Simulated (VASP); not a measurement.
A run of VASP 6.6.1:

Contents of POSCAR:

```
PbS
1.0
    2.1612500000      1.2477982693      3.8649666667
   -2.1612500000      1.2477982693      3.8649666667
    0.0000000000     -2.4955965386      3.8649666667
Pb S
1 1
Direct
    0.9781509158      0.9781509158      0.9781509158
    0.4774504142      0.4774504142      0.4774504142
```

Contents of INCAR.step1:

```
ALGO = Normal
EDIFF = 1E-4
ENCUT = 520
GGA = PE
ISMEAR = 0
LASPH = True
LCHARG = False
LREAL = False
LWAVE = True
NBANDS = 17
NELM = 80
PREC = Accurate
SIGMA = 0.05
```

The input INCAR.step2:

```
ALGO = Normal
EDIFF = 1E-6
ENCUT = 520
ISIF = 2
ISMEAR = 0
ISTART = 1
LASPH = True
LCHARG = False
LMIXTAU = True
LREAL = False
LWAVE = False
METAGGA = R2SCAN
NBANDS = 17
NELM = 80
PREC = Accurate
SIGMA = 0.05
```

The input KPOINTS:

```
k-points
0
Gamma
  9 9 9
```

Potentials or basis: VASP PAW PBE potentials, release 64 (Pb_d, S).

Launch:

```console
$ cat potpaw_PBE.64/Pb_d/POTCAR potpaw_PBE.64/S/POTCAR > POTCAR
$ cp INCAR.step1 INCAR
$ mpirun -np 1 vasp_std > vasp.out
$ cp INCAR.step2 INCAR
$ mpirun -np 1 vasp_std > vasp.out
```

Hardware: 1 thread of Intel(R) Xeon(R) Platinum 8488C (Sapphire Rapids), on a shared host.

**Question.** Estimate the wall time of this run.

**Answer.** Wall time 4.4 min on 1 thread of Intel(R) Xeon(R) Platinum 8488C (Sapphire Rapids), with other jobs on the host, peak memory 0.27 GiB. Counts: k points 85.
